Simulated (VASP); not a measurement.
Runs of VASP 6.6.1 on CaO. The structure is that of space group P6_3/mmc (No. 194), or close to it. The cells are those of the table. 

```csv
cell,gap on the mesh (eV),pressure (GPa),largest force (eV/Å)
"a = 3.992, b = 3.975, c = 4.785 Å, angles 90.0, 90.0, 119.6°, 4 atoms",3.16,1.5,(a)
"a = 3.993, b = 4.061, c = 4.785 Å, angles 90.0, 90.0, 121.7°, 4 atoms",3.17,1.6,0.26
"a = 3.992, b = 3.940, c = 4.785 Å, angles 90.0, 90.0, 118.7°, 4 atoms",3.16,1.5,0.19
"a = 3.992, b = 4.027, c = 4.785 Å, angles 90.0, 90.0, 120.9°, 4 atoms",3.16,1.5,(b)
```

Alike in all rows: task single point; level PBE; potentials or basis VASP PAW PBE potentials, release 64 (Ca_sv, O); no spin polarisation; k mesh 9 × 9 × 6; cutoff (eV) 520; smearing gaussian 0.05 eV.

Task: Fill in the values left out.

Result: (a) 0.06; (b) 0.13.

A k mesh can miss the band edges.
